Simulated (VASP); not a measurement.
# BPt (P6_3/mmc) in VASP: electric field gradients with PBE

Aim: the electric field gradients of BPt with PBE.

Program: VASP 6.6.1. These are calculated values, not measurements. Logs are shortened: lines on timing, memory, paths and dates and some standing lists are left out, and cuts for length are marked.

## (1) The cell of the first run

Symmetry: P6_3/mmc, No. 194, hexagonal system. The conventional cell has a = 3.229 Å, b = 3.229 Å, c = 5.261 Å, α = 90.00°, β = 90.00°, γ = 120.00°. Within 3.0 Å of B (site symmetry -6m2) lie 6 Pt at 2.28 Å. Pt (site symmetry -3m) has 6 B at 2.28 Å and 2 Pt at 2.63 Å within 3.0 Å.

## (2) Electric field gradients, PBE

The input, INCAR:

```
SYSTEM = BPt
PREC     = Accurate       ! precision mode
ENCUT    = 520            ! plane-wave cutoff, eV
EDIFF    = 1E-8           ! SCF threshold, eV
ISMEAR   = -1             ! smearing method
SIGMA    = 0.05           ! smearing width, eV
LREAL    = .FALSE.        ! projectors in reciprocal space
LASPH    = .TRUE.         ! aspherical terms in the spheres
NELM     = 60             ! most SCF steps
ALGO     = Normal         ! electronic algorithm
ISIF     = 2              ! what is computed and relaxed
LWAVE    = .FALSE.        ! write WAVECAR
LCHARG   = .FALSE.        ! write CHGCAR
GGA      = PE             ! functional
LEFG     = .TRUE.       
NBANDS   = 21             ! bands
```

The input, KPOINTS:

```
regular mesh
0
G
  12 12 6
  0 0 0
```

The input, POSCAR:

```
BPt
1.0
    3.2294277022      0.0000000000      0.0000000000
   -1.6147138511      2.7967664298      0.0000000000
    0.0000000000      0.0000000000      5.2612730000
B Pt
2 2
Direct
    0.6666666667      0.3333333333      0.7500000000
    0.3333333333      0.6666666667      0.2500000000
    0.0000000000      0.0000000000      0.0000000000
    0.0000000000      0.0000000000      0.5000000000
```

Potentials or basis: VASP PAW PBE potentials, release 64 (B, Pt).

Run with:

```
$ cat potpaw_PBE.64/B/POTCAR potpaw_PBE.64/Pt/POTCAR > POTCAR
$ mpirun -np 1 vasp_std > vasp.out
```

OUTCAR:

```text
SYSTEM = BPt
   PREC = Accurate
   ENCUT = 520
   EDIFF = 1E-8
   ISMEAR = -1
   LREAL = .FALSE.
   LASPH = .TRUE.
   NELM = 60
   ISIF = 2
   GGA = PE

 ion  position               nearest neighbor table
   1  0.667  0.333  0.750-   3 2.28   4 2.28   3 2.28   4 2.28   3 2.28   4 2.28
   2  0.333  0.667  0.250-   3 2.28   4 2.28   3 2.28   4 2.28   3 2.28   4 2.28
   3  0.000  0.000  0.000-   1 2.28   2 2.28   1 2.28   2 2.28   1 2.28   2 2.28   4 2.63   4 2.63

   4  0.000  0.000  0.500-   1 2.28   2 2.28   1 2.28   2 2.28   1 2.28   2 2.28   3 2.63   3 2.63

  LATTYP: Found a hexagonal cell.
 ALAT       =     3.2294277022
 C/A-ratio  =     1.6291657486

  Lattice vectors:

 A1 = (   3.2294277022,   0.0000000000,   0.0000000000)
 A2 = (  -1.6147138511,   2.7967664298,   0.0000000000)
 A3 = (   0.0000000000,   0.0000000000,   5.2612730000)

Analysis of symmetry for initial positions (statically):
=====================================================================
 Subroutine PRICEL returns:
 Original cell was already a primitive cell.

 Routine SETGRP: Setting up the symmetry group for a
 hexagonal supercell.

 Subroutine GETGRP returns: Found 24 space group operations
 (whereof 12 operations were pure point group operations)
 out of a pool of 24 trial point group operations.

The static configuration has the point symmetry D_3d.
 The point group associated with its full space group is D_6h.

Analysis of symmetry for dynamics (positions and initial velocities):
=====================================================================
 Subroutine PRICEL returns:
 Original cell was already a primitive cell.

 Routine SETGRP: Setting up the symmetry group for a
 hexagonal supercell.

 Subroutine GETGRP returns: Found 24 space group operations
 (whereof 12 operations were pure point group operations)
 out of a pool of 24 trial point group operations.

The dynamic configuration has the point symmetry D_3d.
 The point group associated with its full space group is D_6h.

 Subroutine INISYM returns: Found 24 space group operations
 (whereof 12 operations are pure point group operations),
 and found     1 'primitive' translations

----------------------------------------------------------------------------------------
[... 141 lines left out ...]

  energy without entropy =      -25.39832682  energy(sigma->0) =      -25.40335978

 E-fermi :   9.6098     XC(G=0): -12.5877

 val. band max:        9.5877734521   @ k =   0.4167   0.0000   0.0000
 cond. band min:       9.6127223211   @ k =   0.3333   0.1667   0.1667
 fundamental gap:      0.0249488690
 Fermi energy:         9.6097827519

 k-point     1 :       0.0000    0.0000    0.0000
  band No.  band energies     occupation
      1      -2.9796      2.00000
      2       1.5468      2.00000
      3       2.3163      2.00000
      4       2.7779      2.00000
      5       3.3261      2.00000
      6       3.3261      2.00000
[... 565 lines left out ...]
     20      19.0887      0.00000
     21      21.1480      0.00000

 [... further k-points ...]

------------------------ aborting loop because EDIFF is reached ----------------------------------------

  FORCE on cell =-STRESS in cart. coord.  units (eV):
  Direction    XX          YY          ZZ          XY          YZ          ZX
  --------------------------------------------------------------------------------------
  -------------------------------------------------------------------------------------
  Total       -0.3301718     -0.3301718     -0.5030188      0.0000000     -0.0000000      0.0000000
  in kB      -11.1321230    -11.1321230    -16.9598565      0.0000000     -0.0000000      0.0000000
  external PRESSURE =     -13.0747008 kB  Pullay stress =       0.0000000 kB

 VOLUME and BASIS-vectors are now :
 -----------------------------------------------------------------------------
  energy-cutoff  :      520.00
  volume of cell :       47.52
      direct lattice vectors                 reciprocal lattice vectors
     3.229427702  0.000000000  0.000000000     0.309652388  0.178777890  0.000000000
    -1.614713851  2.796766430  0.000000000     0.000000000  0.357555779  0.000000000
     0.000000000  0.000000000  5.261273000     0.000000000  0.000000000  0.190068069

 POSITION                                       TOTAL-FORCE (eV/Angst)
 -----------------------------------------------------------------------------------
      1.61471      0.93226      3.94595        -0.000000      0.000000      0.000000
     -0.00000      1.86451      1.31532         0.000000     -0.000000      0.000000
      0.00000      0.00000      0.00000         0.000000     -0.000000      0.000000
      0.00000      0.00000      2.63064         0.000000     -0.000000      0.000000
 -----------------------------------------------------------------------------------
    total drift:                               -0.000000      0.000000      0.000000

  FREE ENERGIE OF THE ION-ELECTRON SYSTEM (eV)
  ---------------------------------------------------
  free  energy   TOTEN  =       -25.4083927466 eV

  energy  without entropy=      -25.3983268165  energy(sigma->0) =      -25.40335978

 Electric field gradients (V/A^2)
---------------------------------------------------------------------
 ion       V_xx      V_yy      V_zz      V_xy      V_xz      V_yz
---------------------------------------------------------------------
   1      -0.876    -0.876     1.752    -0.000     0.000    -0.000
   2      -0.876    -0.876     1.752    -0.000    -0.000     0.000
   3     163.686   163.685  -327.371    -0.000     0.000    -0.000
   4     163.686   163.685  -327.371    -0.000    -0.000     0.000
---------------------------------------------------------------------

 Electric field gradients after diagonalization (V/A^2)
 (convention: |V_zz| > |V_xx| > |V_yy|)
----------------------------------------------------------------------
 ion       V_xx      V_yy      V_zz     asymmetry (V_yy - V_xx)/ V_zz
----------------------------------------------------------------------
   1      -0.876    -0.876     1.752       0.000
   2      -0.876    -0.876     1.752       0.000
   3     163.686   163.685  -327.371       0.000
   4     163.686   163.685  -327.371       0.000
----------------------------------------------------------------------

           NMR quadrupolar parameters

 Cq : quadrupolar parameter    Cq=e*Q*V_zz/h
 eta: asymmetry parameters     (V_yy - V_xx)/ V_zz
 Q  : nuclear electric quadrupole moment in mb (millibarn)
----------------------------------------------------------------------
 ion       Cq(MHz)       eta       Q (mb)
----------------------------------------------------------------------
   1       0.004       0.000       1.000
   2       0.004       0.000       1.000
   3      -0.792       0.000       1.000
   4      -0.792       0.000       1.000
----------------------------------------------------------------------
```

stdout:

```text
POSCAR found type information on POSCAR B Pt
 POSCAR found :  2 types and       4 ions
 scaLAPACK will be used
 LDA part: xc-table for (Slater+PW92), standard interpolation
 POSCAR, INCAR and KPOINTS ok, starting setup
 FFT: planning ... GRIDC
 FFT: planning ... GRID_SOFT
 FFT: planning ... GRID
 WAVECAR not read
 entering main loop
ion   1

ion   2

ion   3

ion   4
```

Run time: 25 s. Hardware: 1 thread of Intel Xeon 6975P-C (Granite Rapids), shared host; peak memory 0.2 GiB.

What came out:

| Quantity | Value |
| --- | --- |
| Free energy | -25.4084 eV |
| Pressure | -1.3 GPa |
| Band gap on the k mesh | zero (band 13 reaches 11.14 eV, above the bottom of band 14 at 8.09 eV) |

Stress tensor (GPa, compression positive):
```
-1.11  0.00  0.00
 0.00 -1.11  0.00
 0.00  0.00 -1.70
```

Electric field gradients, principal values (V/Å²):
| atom | least | middle | greatest (by size) |
| --- | --- | --- | --- |
| 1 B | -0.876 | -0.876 | 1.752 |
| 2 B | -0.876 | -0.876 | 1.752 |
| 3 Pt | 163.685 | 163.686 | -327.371 |
| 4 Pt | 163.685 | 163.686 | -327.371 |

Caveat: without QUAD_EFG the Cq values of the log hold for a quadrupole moment of 1 mb, not for the nuclei; spin-orbit coupling is left out, which moves the levels of the heavy elements.
